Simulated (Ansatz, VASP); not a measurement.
# Al in VASP and in Ansatz

File INCAR:

```
SYSTEM = Al
PREC = Accurate ; ENCUT = 520
EDIFF = 1E-6 ; ISMEAR = 0
SIGMA = 0.15 ; LREAL = .False.
LASPH = .True. ; NELM = 100
ALGO = Fast ; ISIF = 2
LWAVE = .False. ; LCHARG = .False.
GGA = PS ; NBANDS = 10
```

Contents of KPOINTS:

```
Automatic mesh
0
Gamma
  18 18 10
  0 0 0
```

The input POSCAR:

```
Al
1.0
    2.8124553515      0.0000000000      0.0000000000
   -1.4062276757      2.4356577814      0.0000000000
    0.0000000000      0.0000000000      4.8668500000
Al
2
Direct
    0.5866653966      0.3333333333      0.7500000000
    0.3333333333      0.6666666667      0.2500000000
```

Input for Ansatz:

```yaml
crystal:
  lattice:
    - [2.8124553515, 0.0, 0.0]
    - [-1.4062276757, 2.4356577814, 0.0]
    - [0.0, 0.0, 4.86685]
  atoms:
    - { symbol: Al, position: [0.5866653966, 0.3333333333, 0.75] }
    - { symbol: Al, position: [0.3333333333, 0.6666666667, 0.25] }
basis:
  ecutwfc: 420
kpoints:
  mp_grid: { grid: [18, 18, 10] }
hamiltonian:
  xc: pbesol
scf:
  occupations: { method: gaussian, width: 0.15 }
output:
  forces: true
  stress: true
  eigenvalues: true
```

Alike in both runs: task single point; functional PBEsol; k mesh 18 × 18 × 10; occupations gaussian, width 0.15 eV; no spin polarisation.

|  | VASP | Ansatz |
| --- | --- | --- |
| version | VASP 6.6.1 | Ansatz 0.2.0 |
| potentials or method | VASP PAW PBE potentials, release 64 (Al), cutoff 520 eV | scalar-relativistic, plane waves, PAW |
| valence electrons in the cell | 6 | 6 |

Ansatz gave:

| Item | Value |
| --- | --- |
| gap on the k mesh at the Fermi level (eV) | none |
| pressure (GPa) | -1.0 |
| traceless stress, the component that is largest in VASP (GPa) | -0.92 |
| rms of the force components (eV/Å) | 0.100 |

**Question.** Estimate VASP's values.

**Answer.** gap on the k mesh at the Fermi level (eV): none; pressure (GPa): -1.0; traceless stress, the component that is largest in VASP (GPa): -0.93; rms of the force components (eV/Å): 0.100.

VASP's potentials were made for PBE, not for PBEsol. Atom by atom the forces differ by 0.001 eV/Å (rms over components). A gap of «none» marks a metal or a gap that the smearing closes.
